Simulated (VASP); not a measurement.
The system is C.

```xyz
8
Lattice="2.5221 0.0000 0.0000 0.0000 4.3305 0.0000 0.0000 0.0000 4.4052" Properties=species:S:1:pos:R:3 pbc="T T T"
C     0.4571    3.7699    0.4739
C     2.0649    0.5606    0.4739
C     0.4571    2.7258    2.6765
C     2.0649    1.6046    2.6765
C     1.8959    1.7787    4.1108
C     0.6261    2.5517    4.1108
C     1.8959    0.3865    1.9082
C     0.6261    3.9440    1.9082
```

- Program: VASP 6.6.1
- Task: relaxation of cell and atoms
- Functional: PBE
- Potentials or basis: VASP PAW PBE potentials, release 64 (C)
- Cutoff: 600 eV
- k mesh: 6 × 4 × 4
- Occupations: gaussian, width 0.1 eV
- Spin: no spin polarisation

At the start: pressure 55.4 GPa; volume 6.01 Å³/atom.

Problem. Where does the relaxation end?

Solution. Over 16 steps the energy falls by 618.9 meV/atom and the volume is 6.62 Å³/atom (+10.0 %); space group Imma (No. 74, to 0.05 Å).

The path:
| step | energy change (eV) | largest force (eV/Å) | pressure (GPa) | volume (Å³) |
| --- | --- | --- | --- | --- |
| 1 | 0.0000 | 4.8006 | 55.43 | 48.11 |
| 2 | 1.1359 | 8.4882 | -30.52 | 63.86 |
| 3 | -2.7215 | 5.8913 | -3.70 | 54.02 |
| 4 | 1.7687 | 15.9522 | -19.49 | 62.46 |
| 5 | -4.2271 | 1.7329 | -26.04 | 57.14 |
| 6 | -4.2324 | 1.8267 | -25.08 | 56.92 |
| 7 | -4.5529 | 2.6997 | 17.33 | 50.79 |
| 8 | -4.8387 | 0.7576 | -2.67 | 53.12 |
| 9 | -4.8767 | 0.8332 | 3.89 | 52.10 |
| 10 | -4.8939 | 0.3375 | 1.37 | 52.46 |
| 11 | -4.9267 | 0.1804 | 2.40 | 52.43 |
| 12 | -4.9362 | 0.3752 | 3.41 | 52.40 |
| 13 | -4.9498 | 0.1263 | 0.06 | 52.91 |
| 14 | -4.9500 | 0.0999 | 0.43 | 52.86 |
| 15 | -4.9508 | 0.0673 | -0.03 | 52.94 |
| 16 | -4.9509 | 0.0306 | 0.07 | 52.92 |

Final structure:
```xyz
8
Lattice="2.5466 0.0000 0.0000 0.0000 4.2039 0.0000 0.0000 0.0000 4.9437" Properties=species:S:1:pos:R:3 pbc="T T T"
C     0.6366    3.7658    0.5318
C     1.9100    0.4380    0.5318
C     0.6366    2.5399    3.0036
C     1.9100    1.6639    3.0036
C     1.9100    1.6642    4.6133
C     0.6366    2.5397    4.6133
C     1.9100    0.4378    2.1415
C     0.6366    3.7661    2.1415
```
